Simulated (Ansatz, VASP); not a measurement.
BH12C3N: VASP beside Ansatz

```
CELL_PARAMETERS angstrom
4.53960 2.62094 1.96407
-4.53960 2.62094 1.96407
0.00000 -5.24188 1.96407
ATOMIC_POSITIONS crystal
B 0.91816 0.91816 0.91816
H 0.28107 0.54656 0.28107
H 0.28107 0.28107 0.54656
H 0.54656 0.28107 0.28107
H 0.39950 0.86167 0.59625
H 0.59625 0.39950 0.86167
H 0.86167 0.59625 0.39950
H 0.59625 0.86167 0.39950
H 0.86167 0.39950 0.59625
H 0.39950 0.59625 0.86167
H 0.05290 0.05290 0.82999
H 0.82999 0.05290 0.05290
H 0.05290 0.82999 0.05290
C 0.46703 0.73351 0.46703
C 0.46703 0.46703 0.73351
C 0.73351 0.46703 0.46703
N 0.64335 0.64335 0.64335
```

Alike in both runs: functional PBE; k mesh 4 × 4 × 4; occupations fermi-dirac, width 0.02 eV; no spin polarisation.

Ansatz relaxed the structure, and its values are those at the end. VASP's run is a single point on that final structure, the one shown.

|  | VASP | Ansatz |
| --- | --- | --- |
| version | VASP 6.6.1 | Ansatz 0.2.0 |
| potentials or method | VASP PAW PBE potentials, release 64 (B, H, C, N) | plane-wave PAW, scalar-relativistic |
| plane-wave cutoff (eV) | 520 | 420 |
| valence electrons in the cell | 32 | 32 |

```tsv
	VASP	Ansatz	Ansatz less VASP
gap on the k mesh at the Fermi level (eV)	6.29	6.29	-0.004
pressure (GPa)	0.6	0.7	+0.07
rms of the force components (eV/Å)	0.011	0.004	-0.0072
```

The functional is the same, so the differences come from potentials, cutoffs and numerics. Ansatz's warnings: stress scf threshold loose.
